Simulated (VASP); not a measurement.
# Sb (I4/mmm) in VASP: notebook

The runs below take Sb through single point, with PBEsol.

Program: VASP 6.6.1. These are calculated values, not measurements. Logs are shortened: lines on timing, memory, paths and dates and some standing lists are left out, and cuts for length are marked.

## 1. The cell of the first run

The structure is tetragonal, space group I4/mmm (No. 139). Conventional cell: a = 3.353 Å, b = 3.353 Å, c = 5.157 Å, α = 90.00°, β = 90.00°, γ = 90.00°. Within 4.4 Å of Sb (site symmetry 4/mmm) lie 12 Sb at 3.35 to 3.50 Å.

## 2. Single point, PBEsol (strain +0.0875 x Voigt [1, 0, 0, 0, 0, 0])

Contents of INCAR:

```
PREC = Accurate ; ENCUT = 520
EDIFF = 1E-7 ; ISMEAR = 0
SIGMA = 0.15 ; LREAL = F
LASPH = T ; NELM = 80
ALGO = Normal ; ISIF = 2
LWAVE = F ; LCHARG = T
GGA = PS ; LELF = T
LVHAR = T ; NBANDS = 8
```

Contents of KPOINTS:

```
Automatic mesh
0
Gamma
  18 18 18
```

Contents of POSCAR:

```
Sb
1.0
    0.0000000000      2.3712425216      2.3712425216
    2.5787262422      0.0000000000      2.3712425216
    2.5787262422      2.3712425216      0.0000000000
Sb
1
Direct
    0.0000000000      0.0000000000      0.0000000000
```

Potentials or basis: VASP PAW PBE potentials, release 64 (Sb).

Run with:

```sh
cat potpaw_PBE.64/Sb/POTCAR > POTCAR
mpirun -np 1 vasp_std > vasp.out
```

OUTCAR:

```text
PREC = Accurate
   ENCUT = 520
   EDIFF = 1E-7
   ISMEAR = 0
   LREAL = F
   LASPH = T
   NELM = 80
   ISIF = 2
   GGA = PS

 ion  position               nearest neighbor table
   1  0.000  0.000  0.000-

  LATTYP: Found a body centered tetragonal cell.
 ALAT       =     3.3534433337
 C/A-ratio  =     1.5379572491

  Lattice vectors:

 A1 = (   2.5787262422,   0.0000000000,   2.3712425216)
 A2 = (   2.5787262422,   0.0000000000,  -2.3712425216)
 A3 = (  -2.5787262422,   2.3712425216,   0.0000000000)

Analysis of symmetry for initial positions (statically):
=====================================================================
 Subroutine PRICEL returns:
 Original cell was already a primitive cell.

 Routine SETGRP: Setting up the symmetry group for a
 body centered tetragonal supercell.

 Subroutine GETGRP returns: Found 16 space group operations
 (whereof 16 operations were pure point group operations)
 out of a pool of 16 trial point group operations.

The static configuration has the point symmetry D_4h.

Analysis of symmetry for dynamics (positions and initial velocities):
=====================================================================
 Subroutine PRICEL returns:
 Original cell was already a primitive cell.

 Routine SETGRP: Setting up the symmetry group for a
 body centered tetragonal supercell.

 Subroutine GETGRP returns: Found 16 space group operations
 (whereof 16 operations were pure point group operations)
 out of a pool of 16 trial point group operations.

The dynamic configuration has the point symmetry D_4h.

 Subroutine INISYM returns: Found 16 space group operations
 (whereof 16 operations are pure point group operations),
 and found     1 'primitive' translations

----------------------------------------------------------------------------------------

                                     Primitive cell

  volume of cell :      28.9993

  direct lattice vectors                    reciprocal lattice vectors
     0.000000000  2.371242522  2.371242522    -0.193894176  0.210859916  0.210859916
     2.578726242  0.000000000  2.371242522     0.193894176 -0.210859916  0.210859916
     2.578726242  2.371242522  0.000000000     0.193894176  0.210859916 -0.210859916

  length of vectors
     3.353443334  3.503229957  3.503229957     0.355694757  0.355694757  0.355694757

  position of ions in fractional coordinates (direct lattice)
     0.000000000  0.000000000  0.000000000
[... 77 lines left out ...]
   LREAL  =      F    real-space projection
   EDIFFG = 0.1E-05   stopping-criterion for IOM
   NSW    =      0    number of steps for IOM
   IBRION =     -1    ionic relax: 0-MD 1-quasi-New 2-CG
   NFREE  =      0    steps in history (QN), initial steepest desc. (CG)
   ISIF   =      2    stress and relaxation
   ISYM   =      2    0-nonsym 1-usesym 2-fastsym
   POTIM  = 0.5000    time-step for ionic-motion
   TEBEG  =    0.0;   TEEND  =   0.0 temperature during run
   PSTRESS=    0.0 pullay stress
   NELECT =       5.0000    total number of electrons
   NUPDOWN=      -1.0000    fix difference up-down
   EMIN   =  10.00;   EMAX   =-10.00  energy-range for DOS
   EFERMI =   0.00;   METHOD = LEGACY
   ISMEAR =     0;   SIGMA  =   0.15  broadening in eV -4-tet -1-fermi 0-gaus
   EFERMI_NEDOS =   21; number of points for ismear=-14 and -15
   IALGO  =     38    algorithm
   IMIX   =      4    mixing-type and parameters
     AMIX     =   0.40;   BMIX     =  1.00
     AMIX_MAG =   1.60;   BMIX_MAG =  1.00
  volume/ion in A,a.u.               =      29.00       195.70
  Fermi-wavevector in a.u.,A,eV,Ry     =   0.911176  1.721874 11.296133  0.830242
  Thomas-Fermi vector in A             =   2.035425
   LORBIT       =      0    0 simple, 1 ext, 2 COOP (PROOUT), +10 PAW based schemes
   GGA     = PS    functional components
   LHFCALC =     F    Hartree Fock is set to
   AEXX    =    0.0000 exact exchange contribution
   IVDW    =     0    specifies the selected vdW correction
   LEPSILON=     F    determine dielectric tensor
   LRPA    =     F    only Hartree local field effects (RPA)
 non-spin polarized calculation
 Gauss-broadening in eV      SIGMA  =   0.15
  energy-cutoff  :      520.00
  volume of cell :       29.00
 maximum number of plane-waves:       806
 NGX is ok and might be reduce to    28
   NGX = 13   NGY = 13   NGZ = 13

 number of electron       5.0000000 magnetization

 Free energy of the ion-electron system (eV)
  ---------------------------------------------------
  ext. energy  EPLUGINS =         0.00000000
  ---------------------------------------------------
  free energy    TOTEN  =        -4.25525257 eV

  energy without entropy =       -4.24697385  energy(sigma->0) =       -4.25111321

 E-fermi :   7.4372     XC(G=0): -10.0151

 val. band max:        7.4209253663   @ k =  -0.1111   0.3889   0.2778
 cond. band min:       7.4482504363   @ k =  -0.1667   0.1667  -0.0000
 fundamental gap:      0.0273250700
 Fermi energy:         7.4371536823

 k-point     1 :       0.0000    0.0000    0.0000
  band No.  band energies     occupation
      1      -4.9409      2.00000
      2      12.1539      0.00000
      3      12.2574      0.00000
      4      12.2574      0.00000
      5      16.8836      0.00000
      6      17.4339      0.00000
      7      17.4339      0.00000
      8      17.7565      0.00000
[... 243 lines left out ...]
 k-point    24 :      -0.2222    0.0556    0.0000
  band No.  band energies     occupation
      1      -3.8568      2.00000
      2       6.9638      1.99999
      3      10.6290      0.00000
      4      11.5270      0.00000
      5      15.5787      0.00000
      6      16.5707      0.00000
      7      18.0052      0.00000
      8      19.3782      0.00000

 [... further k-points ...]

------------------------ aborting loop because EDIFF is reached ----------------------------------------

  FORCE on cell =-STRESS in cart. coord.  units (eV):
  Direction    XX          YY          ZZ          XY          YZ          ZX
  --------------------------------------------------------------------------------------
  -------------------------------------------------------------------------------------
  Total       -0.8315420     -1.0625380     -1.0625380      0.0000000      0.0000000      0.0000000
  in kB      -45.9417565    -58.7040243    -58.7040243      0.0000000      0.0000000      0.0000000
  external PRESSURE =     -54.4499350 kB  Pullay stress =       0.0000000 kB

 VOLUME and BASIS-vectors are now :
 -----------------------------------------------------------------------------
  energy-cutoff  :      520.00
  volume of cell :       29.00
      direct lattice vectors                 reciprocal lattice vectors
     0.000000000  2.371242522  2.371242522    -0.193894176  0.210859916  0.210859916
     2.578726242  0.000000000  2.371242522     0.193894176 -0.210859916  0.210859916
     2.578726242  2.371242522  0.000000000     0.193894176  0.210859916 -0.210859916

 POSITION                                       TOTAL-FORCE (eV/Angst)
 -----------------------------------------------------------------------------------
      0.00000      0.00000      0.00000         0.000000     -0.000000      0.000000
 -----------------------------------------------------------------------------------
    total drift:                                0.000000      0.000000      0.000000

  FREE ENERGIE OF THE ION-ELECTRON SYSTEM (eV)
  ---------------------------------------------------
  free  energy   TOTEN  =        -4.2552525686 eV

  energy  without entropy=       -4.2469738520  energy(sigma->0) =       -4.25111321
```

OSZICAR:

```text
N       E                     dE             d eps       ncg     rms          rms(c)
DAV:   1     0.417034095972E+01    0.41703E+01   -0.16468E+03  7736   0.407E+02
DAV:   2    -0.416997163547E+01   -0.83403E+01   -0.80205E+01 10888   0.507E+01
DAV:   3    -0.426338443616E+01   -0.93413E-01   -0.93106E-01  9272   0.605E+00
DAV:   4    -0.426367884989E+01   -0.29441E-03   -0.29441E-03 12184   0.413E-01
DAV:   5    -0.426367925529E+01   -0.40541E-06   -0.40576E-06  9752   0.978E-03    0.143E+00
DAV:   6    -0.425808674729E+01    0.55925E-02   -0.33837E-03  9008   0.270E-01    0.801E-01
DAV:   7    -0.425525087876E+01    0.28359E-02   -0.65191E-03  8616   0.375E-01    0.558E-02
DAV:   8    -0.425525333310E+01   -0.24543E-05   -0.71330E-05 10416   0.660E-02    0.611E-03
DAV:   9    -0.425525310750E+01    0.22560E-06   -0.73409E-07 11344   0.636E-03    0.200E-03
DAV:  10    -0.425525266248E+01    0.44502E-06   -0.11463E-07 10040   0.179E-03    0.130E-03
DAV:  11    -0.425525256858E+01    0.93898E-07   -0.13406E-09  6320   0.313E-04
   1 F= -.42552526E+01 E0= -.42511132E+01  d E =-.827872E-02
```

stdout:

```text
POSCAR found type information on POSCAR Sb
 POSCAR found :  1 types and       1 ions
 scaLAPACK will be used
 -----------------------------------------------------------------------------
|                                                                             |
|                                                                             |
|     You enforced a specific xc type in the INCAR file but a different       |
|     I HOPE YOU KNOW WHAT YOU ARE DOING!                                     |
|                                                                             |
 -----------------------------------------------------------------------------

 LDA part: xc-table for (Slater+PW92), standard interpolation
 POSCAR, INCAR and KPOINTS ok, starting setup
 FFT: planning ... GRIDC
 FFT: planning ... GRID_SOFT
 FFT: planning ... GRID
 WAVECAR not read
 entering main loop
```

Run time: 87 s. Hardware: 1 thread of Intel Xeon 6975P-C, shared host; peak memory 0.24 GiB.

Results:

| Quantity | Value |
| --- | --- |
| Free energy | -4.2553 eV |
| Pressure | -5.4 GPa |

Caveat: the cell differs from its parent crystal (strain +0.0875 x Voigt [1, 0, 0, 0, 0, 0]); the PAW data sets were made with another functional, which shifts forces and pressure a little; spin-orbit coupling is left out, which moves the levels of the heavy elements.

## 3. Single point, PBEsol (strain +0.1000 x Voigt [1, 0, 0, 0, 0, 0])

Contents of INCAR:

```
SYSTEM = Sb
PREC = Accurate ; ENCUT = 520
EDIFF = 1E-7 ; ISMEAR = 0
SIGMA = 0.15 ; LREAL = .FALSE.
LASPH = .TRUE. ; NELM = 80
ALGO = Normal ; ISIF = 2
LWAVE = .FALSE. ; LCHARG = .FALSE.
GGA = PS ; NBANDS = 8
```

Contents of KPOINTS:

```
regular mesh
0
G
  18 18 18
  0 0 0
```

Contents of POSCAR:

```
Sb
1.0
    0.0000000000      2.3712425216      2.3712425216
    2.6083667738      0.0000000000      2.3712425216
    2.6083667738      2.3712425216      0.0000000000
Sb
1
Direct
    0.0000000000      0.0000000000      0.0000000000
```

Potentials or basis: VASP PAW PBE potentials, release 64 (Sb).

Run with:

```sh
cat potpaw_PBE.64/Sb/POTCAR > POTCAR
mpirun -np 1 vasp_std > vasp.out
```

Run time: 71 s. Hardware: 1 thread of Intel Xeon 6975P-C, shared host; peak memory 0.24 GiB.

The run converged. Its results:

- Free energy: -4.2453 eV
- Pressure: -5.9 GPa

Stress tensor (GPa, compression positive):
```
-4.99  0.00  0.00
 0.00 -6.31  0.00
 0.00  0.00 -6.31
```

Levels at points of the mesh, in eV from the Fermi level:
| k point | band 1 | band 2 | band 3 | band 4 | band 5 | band 6 | band 7 |
| --- | --- | --- | --- | --- | --- | --- | --- |
| (0.00, 0.00, 0.00) | -12.30 | 4.61 | 4.75 | 4.75 | 9.37 | 10.00 | 10.00 |
| (0.50, 0.00, 0.00) | -8.99 | -5.29 | 2.47 | 3.96 | 7.00 | 9.00 | 9.65 |
| (0.50, 0.50, 0.00) | -7.25 | -4.25 | -0.31 | 0.40 | 3.75 | 4.47 | 16.66 |
| (0.00, 0.50, 0.50) | -8.33 | -4.87 | 1.11 | 1.11 | 4.87 | 5.22 | 17.37 |

Caveat: the cell differs from its parent crystal (strain +0.1000 x Voigt [1, 0, 0, 0, 0, 0]); the PAW data sets were made with another functional, which shifts forces and pressure a little; spin-orbit coupling is left out, which moves the levels of the heavy elements.
